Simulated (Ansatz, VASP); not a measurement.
This is a calculation of Ag for VASP 6.6.1.

File INCAR:

```
SYSTEM = Ag
  PREC = Accurate
  ENCUT = 600
  EDIFF = 1E-6
  ISMEAR = -1
  SIGMA = 0.05
  LREAL = .FALSE.
  LASPH = .TRUE.
  NELM = 60
  ALGO = Normal
  ISIF = 3
  LWAVE = .FALSE.
  LCHARG = .FALSE.
  GGA = B5
  ALDAX = 1.0
  AGGAX = 1.0
  AGGAC = 1.0
  ALDAC = 0.0
  IBRION = 2
  NSW = 60
  EDIFFG = -0.01
```

Contents of KPOINTS:

```
regular mesh
0
G
  11 11 11
  0 0 0
```

Contents of POSCAR:

```
Ag
1.0
   -1.6556540000      1.6556540000      1.6556540000
    1.6556540000     -1.6556540000      1.6556540000
    1.6556540000      1.6556540000     -1.6556540000
Ag
1
Direct
    0.0000000000      0.0000000000      0.0000000000
```

Potentials or basis: VASP PAW PBE potentials, release 64 (Ag).

Launch:

```console
$ cat potpaw_PBE.64/Ag/POTCAR > POTCAR
$ mpirun -np 1 vasp_std > vasp.out
```

Task: Translate it to Ansatz 0.2.0. Potentials there: Ansatz PAW.

Result: As run (the cutoff follows the program's own potentials):

input.yaml

```yaml
crystal:
  lattice:
    - [-1.655654, 1.655654, 1.655654]
    - [1.655654, -1.655654, 1.655654]
    - [1.655654, 1.655654, -1.655654]
  atoms:
    - { symbol: Ag, position: [0.0, 0.0, 0.0] }
hamiltonian:
  xc: blyp
  pseudopotentials: { kind: paw }
kpoints:
  mp_grid: { grid: [11, 11, 11] }
scf:
  occupations: { method: fermi_dirac, width: 0.05 }
output:
  forces: true
  stress: true
  eigenvalues: true
relax:
  f_tol: 0.01
  max_steps: 40
  cell: { stress_tol: 0.05 }
```

Potentials or basis: Ansatz PAW.

Launch:

```bash
$ ansatz run input.yaml --threads 2 --pin off --max-ram 5632MiB --backend cpu --events-out ev --progress --plain --runs-dir out
```

Both were run:

|  | VASP | Ansatz | Ansatz less VASP |
| --- | --- | --- | --- |
| gap on the k mesh at the Fermi level, each at its own relaxed structure (eV) | none | none | - |
| relaxed volume (Å³/atom) | 19.41 | 19.43 | +0.011 |
| relaxed cell length with the largest relative difference (Å) | 2.933 | 2.933 | +0.0005 |

VASP's potentials were made for PBE, not for BLYP. A gap of «none» marks a metal or a gap that the smearing closes. VASP's potentials hold 11 valence electrons a cell and Ansatz's 19, so a difference there can come from the potentials and not from the codes.

Noted on Ansatz's run: the plane-wave basis is chosen anew once the cell has moved, so the energies of steps on either side of that aren't comparable.
